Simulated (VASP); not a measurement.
# Si (Imma) in VASP: a series of runs

The runs below take Si through electric field gradients, with LDA.

Program: VASP 6.6.1. These are calculated values, not measurements. Logs are shortened: lines on timing, memory, paths and dates and some standing lists are left out, and cuts for length are marked.

**1. The cell of the first run**

It takes space group Imma (No. 74, orthorhombic). The conventional cell has a = 4.637 Å, b = 4.879 Å, c = 2.550 Å, α = 90.00°, β = 90.00°, γ = 90.00°. Si (site symmetry mm2) has 8 Si at 2.46 to 2.80 Å within 3.2 Å.

**2. Electric field gradients, LDA (equal xx and yy strain of +3 %)**

Contents of INCAR:

```
ALGO     = Normal         # electronic algorithm
EDIFF    = 1E-8           # SCF threshold, eV
ENCUT    = 520            # plane-wave cutoff, eV
ISIF     = 2              # what is computed and relaxed
ISMEAR   = -1             # smearing method
LASPH    = T              # aspherical terms in the spheres
LCHARG   = F              # write CHGCAR
LEFG     = T            
LREAL    = F              # projectors in reciprocal space
LWAVE    = F              # write WAVECAR
NBANDS   = 11             # bands
NELM     = 100            # most SCF steps
PREC     = Accurate       # precision mode
SIGMA    = 0.05           # smearing width, eV
```

Contents of KPOINTS:

```
k-points
0
Gamma
  16 16 16
```

Contents of POSCAR:

```
Si
1.0
   -2.3185300000      2.4395550000      1.2750000000
    2.3185300000     -2.4395550000      1.2750000000
    2.3185300000      2.4395550000     -1.2750000000
Si
2
Direct
    0.8070000000      0.5570000000      0.2500000000
    0.1930000000      0.4430000000      0.7500000000
```

Potentials or basis: VASP PAW LDA potentials, release 64 (Si).

Command:

```
cat potpaw_LDA.64/Si/POTCAR > POTCAR
mpirun -np 1 vasp_std > vasp.out
```

OUTCAR:

```text
EDIFF = 1E-8
   ENCUT = 520
   ISIF = 2
   ISMEAR = -1
   LASPH = T
   LREAL = F
   NELM = 100
   PREC = Accurate

 ion  position               nearest neighbor table
   1  0.807  0.557  0.250-   2 2.46   2 2.46   2 2.52   2 2.52   2 2.80   2 2.80
   2  0.193  0.443  0.750-   1 2.46   1 2.46   1 2.52   1 2.52   1 2.80   1 2.80

  LATTYP: Found a body centered orthorhombic cell.
 ALAT       =     2.5500000000
 B/A-ratio  =     1.8184549020
 C/A-ratio  =     1.9133764706

  Lattice vectors:

 A1 = (   2.3185300000,  -2.4395550000,   1.2750000000)
 A2 = (  -2.3185300000,  -2.4395550000,  -1.2750000000)
 A3 = (   2.3185300000,   2.4395550000,  -1.2750000000)

Analysis of symmetry for initial positions (statically):
=====================================================================
 Subroutine PRICEL returns:
 Original cell was already a primitive cell.

 Routine SETGRP: Setting up the symmetry group for a
 body centered orthorhombic supercell.

 Subroutine GETGRP returns: Found  8 space group operations
 (whereof  4 operations were pure point group operations)
 out of a pool of  8 trial point group operations.

The static configuration has the point symmetry C_2h.
 The point group associated with its full space group is D_2h.

Analysis of symmetry for dynamics (positions and initial velocities):
=====================================================================
 Subroutine PRICEL returns:
 Original cell was already a primitive cell.

 Routine SETGRP: Setting up the symmetry group for a
 body centered orthorhombic supercell.

 Subroutine GETGRP returns: Found  8 space group operations
 (whereof  4 operations were pure point group operations)
 out of a pool of  8 trial point group operations.

The dynamic configuration has the point symmetry C_2h.
 The point group associated with its full space group is D_2h.

 Subroutine INISYM returns: Found  8 space group operations
 (whereof  4 operations are pure point group operations),
 and found     1 'primitive' translations

----------------------------------------------------------------------------------------

                                     Primitive cell

  volume of cell :      28.8465

  direct lattice vectors                    reciprocal lattice vectors
[... 128 lines left out ...]
  ext. energy  EPLUGINS =         0.00000000
  ---------------------------------------------------
  free energy    TOTEN  =       -11.48141298 eV

  energy without entropy =      -11.47523050  energy(sigma->0) =      -11.47832174

 E-fermi :   9.8560     XC(G=0): -11.2131

 val. band max:        9.8497641391   @ k =   0.1250   0.0625   0.0625
 cond. band min:       9.8565125807   @ k =  -0.2500  -0.2500   0.0625
 fundamental gap:      0.0067484416
 Fermi energy:         9.8559714648

 k-point     1 :       0.0000    0.0000    0.0000
  band No.  band energies     occupation
      1      -4.3615      2.00000
      2       6.8360      2.00000
      3       7.3614      2.00000
      4       7.5080      2.00000
      5      11.1443      0.00000
      6      17.4763      0.00000
      7      18.0382      0.00000
      8      19.5701      0.00000
      9      19.7608      0.00000
     10      20.4986      0.00000
     11      21.3595      0.00000
[... 309 lines left out ...]
 k-point    24 :      -0.1250    0.0625    0.0000
  band No.  band energies     occupation
      1      -4.1551      2.00000
      2       5.6570      2.00000
      3       7.0362      2.00000
      4       8.8956      2.00000
      5      11.9843      0.00000
      6      15.4445      0.00000
      7      18.0391      0.00000
      8      18.8387      0.00000
      9      19.3109      0.00000
     10      20.5368      0.00000
     11      22.2631      0.00000

 [... further k-points ...]
[... 5 lines left out ...]
  --------------------------------------------------------------------------------------
  -------------------------------------------------------------------------------------
  Total        0.3817827      0.1685784      0.6941030      0.0000000      0.0000000      0.0000000
  in kB       21.2047590      9.3630862     38.5514719      0.0000000      0.0000000      0.0000000
  external PRESSURE =      23.0397724 kB  Pullay stress =       0.0000000 kB

 VOLUME and BASIS-vectors are now :
 -----------------------------------------------------------------------------
  energy-cutoff  :      520.00
  volume of cell :       28.85
      direct lattice vectors                 reciprocal lattice vectors
    -2.318530000  2.439555000  1.275000000     0.000000000  0.204955412  0.392156863
     2.318530000 -2.439555000  1.275000000     0.215653884  0.000000000  0.392156863
     2.318530000  2.439555000 -1.275000000     0.215653884  0.204955412  0.000000000

 POSITION                                       TOTAL-FORCE (eV/Angst)
 -----------------------------------------------------------------------------------
      0.00000      1.21978      1.42035         0.000000     -0.000000      0.054892
      2.31853      1.21978     -0.14535        -0.000000      0.000000     -0.054892
 -----------------------------------------------------------------------------------
    total drift:                                0.000000     -0.000000     -0.000000

  FREE ENERGIE OF THE ION-ELECTRON SYSTEM (eV)
  ---------------------------------------------------
  free  energy   TOTEN  =       -11.4814129808 eV

  energy  without entropy=      -11.4752304981  energy(sigma->0) =      -11.47832174

 Electric field gradients (V/A^2)
---------------------------------------------------------------------
 ion       V_xx      V_yy      V_zz      V_xy      V_xz      V_yz
---------------------------------------------------------------------
   1      10.924   -21.854    10.930    -0.000    -0.000    -0.000
   2      10.924   -21.854    10.930    -0.000    -0.000    -0.000
---------------------------------------------------------------------

 Electric field gradients after diagonalization (V/A^2)
 (convention: |V_zz| > |V_xx| > |V_yy|)
----------------------------------------------------------------------
 ion       V_xx      V_yy      V_zz     asymmetry (V_yy - V_xx)/ V_zz
----------------------------------------------------------------------
   1      10.930    10.924   -21.854       0.000
   2      10.930    10.924   -21.854       0.000
----------------------------------------------------------------------

           NMR quadrupolar parameters

 Cq : quadrupolar parameter    Cq=e*Q*V_zz/h
 eta: asymmetry parameters     (V_yy - V_xx)/ V_zz
 Q  : nuclear electric quadrupole moment in mb (millibarn)
----------------------------------------------------------------------
 ion       Cq(MHz)       eta       Q (mb)
----------------------------------------------------------------------
   1      -0.053       0.000       1.000
   2      -0.053       0.000       1.000
----------------------------------------------------------------------
```

OSZICAR:

```text
N       E                     dE             d eps       ncg     rms          rms(c)
DAV:   1     0.481292574086E+01    0.48129E+01   -0.34919E+03 13678   0.614E+02
DAV:   2    -0.110725923591E+02   -0.15886E+02   -0.15261E+02 17922   0.858E+01
DAV:   3    -0.115109644783E+02   -0.43837E+00   -0.43336E+00 17702   0.117E+01
DAV:   4    -0.115129028829E+02   -0.19384E-02   -0.19380E-02 16546   0.966E-01
DAV:   5    -0.115129118435E+02   -0.89607E-05   -0.89618E-05 17243   0.596E-02    0.456E+00
DAV:   6    -0.114934606761E+02    0.19451E-01   -0.30761E-03 15939   0.269E-01    0.261E+00
DAV:   7    -0.114814998975E+02    0.11961E-01   -0.63131E-03 15487   0.396E-01    0.182E-01
DAV:   8    -0.114814165666E+02    0.83331E-04   -0.31829E-04 16555   0.104E-01    0.215E-02
DAV:   9    -0.114814135492E+02    0.30174E-05   -0.77256E-06 17306   0.188E-02    0.980E-03
DAV:  10    -0.114814129737E+02    0.57553E-06   -0.13013E-06 17980   0.551E-03    0.170E-03
DAV:  11    -0.114814129801E+02   -0.63744E-08   -0.10835E-07 16071   0.202E-03    0.424E-04
DAV:  12    -0.114814129808E+02   -0.71236E-09   -0.71402E-10  9732   0.197E-04
   1 F= -.11481413E+02 E0= -.11478322E+02  d E =-.618248E-02
```

Wall time 1.8 min (1 thread of AMD EPYC 9R14 (Zen 4), shared host); peak memory 0.22 GiB.

What came out:

* Free energy: -11.4814 eV
* Pressure: 2.3 GPa
* Largest force: 0.055 eV/Å
* Band gap on the k mesh: zero (band 4 reaches 12.52 eV, above the bottom of band 5 at 5.77 eV)

Forces in eV/Å, atoms in the order of the input:
```
Si   0.000  0.000  0.055
Si   0.000  0.000 -0.055
```

Stress tensor (GPa, compression positive):
```
2.12 0.00 0.00
0.00 0.94 0.00
0.00 0.00 3.86
```

Electric field gradients, principal values (V/Å²):
```tsv
atom	least	middle	greatest (by size)
1 Si	10.924	10.930	-21.854
2 Si	10.924	10.930	-21.854
```

Caveat: the cell differs from its parent crystal (equal xx and yy strain of +3 %); without QUAD_EFG the Cq values of the log hold for a quadrupole moment of 1 mb, not for the nuclei.

**3. Electric field gradients, LDA (volume scaled by 0.99)**

Contents of INCAR:

```
SYSTEM = Si
  ALGO = Normal
  EDIFF = 1E-8
  ENCUT = 520
  GGA = CA
  ISIF = 2
  ISMEAR = -1
  LASPH = .TRUE.
  LCHARG = .FALSE.
  LEFG = .TRUE.
  LREAL = .FALSE.
  LWAVE = .FALSE.
  NBANDS = 11
  NELM = 60
  PREC = Accurate
  SIGMA = 0.05
```

Contents of KPOINTS:

```
k-points
0
G
  16 16 16
  0 0 0
```

Contents of POSCAR:

```
Si
1.0
   -2.2434715157      2.3605785361      1.2707357541
    2.2434715157     -2.3605785361      1.2707357541
    2.2434715157      2.3605785361     -1.2707357541
Si
2
Direct
    0.8070000000      0.5570000000      0.2500000000
    0.1930000000      0.4430000000      0.7500000000
```

Potentials or basis: VASP PAW LDA potentials, release 64 (Si).

Command:

```
cat potpaw_LDA.64/Si/POTCAR > POTCAR
mpirun -np 1 vasp_std > vasp.out
```

OUTCAR:

```text
SYSTEM = Si
   EDIFF = 1E-8
   ENCUT = 520
   GGA = CA
   ISIF = 2
   ISMEAR = -1
   LASPH = .TRUE.
   LREAL = .FALSE.
   NELM = 60
   PREC = Accurate

 ion  position               nearest neighbor table
   1  0.807  0.557  0.250-   2 2.38   2 2.38   2 2.45   2 2.45   2 2.73   2 2.73
   2  0.193  0.443  0.750-   1 2.38   1 2.38   1 2.45   1 2.45   1 2.73   1 2.73

  LATTYP: Found a body centered orthorhombic cell.
 ALAT       =     2.5414715082
 B/A-ratio  =     1.7654901961
 C/A-ratio  =     1.8576470588

  Lattice vectors:

 A1 = (   2.2434715157,  -2.3605785361,   1.2707357541)
 A2 = (  -2.2434715157,  -2.3605785361,  -1.2707357541)
 A3 = (   2.2434715157,   2.3605785361,  -1.2707357541)

Analysis of symmetry for initial positions (statically):
=====================================================================
 Subroutine PRICEL returns:
 Original cell was already a primitive cell.

 Routine SETGRP: Setting up the symmetry group for a
 body centered orthorhombic supercell.

 Subroutine GETGRP returns: Found  8 space group operations
 (whereof  4 operations were pure point group operations)
 out of a pool of  8 trial point group operations.

The static configuration has the point symmetry C_2h.
 The point group associated with its full space group is D_2h.

Analysis of symmetry for dynamics (positions and initial velocities):
=====================================================================
 Subroutine PRICEL returns:
 Original cell was already a primitive cell.

 Routine SETGRP: Setting up the symmetry group for a
 body centered orthorhombic supercell.

 Subroutine GETGRP returns: Found  8 space group operations
[... 169 lines left out ...]
      9      21.3888      0.00000
     10      21.5309      0.00000
     11      22.8440      0.00000
[... 309 lines left out ...]
 k-point    24 :      -0.1250    0.0625   -0.0000
  band No.  band energies     occupation
      1      -3.8321      2.00000
      2       6.6986      2.00000
      3       8.0484      2.00000
      4      10.2969      1.99991
      5      12.8580      0.00000
      6      16.7649      0.00000
      7      19.0080      0.00000
      8      20.2277      0.00000
      9      20.7809      0.00000
     10      21.8429      0.00000
     11      23.2990      0.00000

 [... further k-points ...]
[... 5 lines left out ...]
  --------------------------------------------------------------------------------------
  -------------------------------------------------------------------------------------
  Total        1.9713843      2.3999337      1.9978625      0.0000000      0.0000000      0.0000000
  in kB      117.3350109    142.8418865    118.9109692      0.0000000      0.0000000      0.0000000
  external PRESSURE =     126.3626222 kB  Pullay stress =       0.0000000 kB

 VOLUME and BASIS-vectors are now :
 -----------------------------------------------------------------------------
  energy-cutoff  :      520.00
  volume of cell :       26.92
      direct lattice vectors                 reciprocal lattice vectors
    -2.243471516  2.360578536  1.270735754     0.000000000  0.211812483  0.393472835
     2.243471516 -2.360578536  1.270735754     0.222868887  0.000000000  0.393472835
     2.243471516  2.360578536 -1.270735754     0.222868887  0.211812483  0.000000000

 POSITION                                       TOTAL-FORCE (eV/Angst)
 -----------------------------------------------------------------------------------
      0.00000      1.18029      1.41560        -0.000000      0.000000      0.006049
      2.24347      1.18029     -0.14486         0.000000     -0.000000     -0.006049
 -----------------------------------------------------------------------------------
    total drift:                                0.000000     -0.000000     -0.000000

  FREE ENERGIE OF THE ION-ELECTRON SYSTEM (eV)
  ---------------------------------------------------
  free  energy   TOTEN  =       -11.3985057500 eV

  energy  without entropy=      -11.3924520345  energy(sigma->0) =      -11.39547889

 Electric field gradients (V/A^2)
---------------------------------------------------------------------
 ion       V_xx      V_yy      V_zz      V_xy      V_xz      V_yz
---------------------------------------------------------------------
   1      10.144   -26.862    16.719    -0.000    -0.000    -0.000
   2      10.144   -26.862    16.719    -0.000    -0.000    -0.000
---------------------------------------------------------------------

 Electric field gradients after diagonalization (V/A^2)
 (convention: |V_zz| > |V_xx| > |V_yy|)
----------------------------------------------------------------------
 ion       V_xx      V_yy      V_zz     asymmetry (V_yy - V_xx)/ V_zz
----------------------------------------------------------------------
   1      16.719    10.144   -26.862       0.245
   2      16.719    10.144   -26.862       0.245
----------------------------------------------------------------------

           NMR quadrupolar parameters

 Cq : quadrupolar parameter    Cq=e*Q*V_zz/h
 eta: asymmetry parameters     (V_yy - V_xx)/ V_zz
 Q  : nuclear electric quadrupole moment in mb (millibarn)
----------------------------------------------------------------------
 ion       Cq(MHz)       eta       Q (mb)
----------------------------------------------------------------------
   1      -0.065       0.245       1.000
   2      -0.065       0.245       1.000
----------------------------------------------------------------------
```

stdout:

```text
POSCAR found type information on POSCAR Si
 POSCAR found :  1 types and       2 ions
 scaLAPACK will be used
 LDA part: xc-table for (Slater(with rela. corr.)+CA(PZ))
 , standard interpolation
 POSCAR, INCAR and KPOINTS ok, starting setup
 FFT: planning ... GRIDC
 FFT: planning ... GRID_SOFT
 FFT: planning ... GRID
 WAVECAR not read
 entering main loop
ion   1

ion   2
```

It took 4.2 min on 1 thread of Intel Xeon 8259CL, shared host; peak memory 0.25 GiB.

What came out:

- Free energy: -11.3985 eV
- Pressure: 12.6 GPa
- Largest force: 0.006 eV/Å
- Band gap on the k mesh: zero (band 4 reaches 13.78 eV, above the bottom of band 5 at 6.33 eV)

Forces in eV/Å, atoms in the order of the input:
```
Si   0.000  0.000  0.006
Si   0.000  0.000 -0.006
```

Electric field gradients, principal values (V/Å²):
| atom | least | middle | greatest (by size) |
| --- | --- | --- | --- |
| 1 Si | 10.144 | 16.719 | -26.862 |
| 2 Si | 10.144 | 16.719 | -26.862 |

Caveat: without QUAD_EFG the Cq values of the log hold for a quadrupole moment of 1 mb, not for the nuclei.

[end of part 1 of 2]
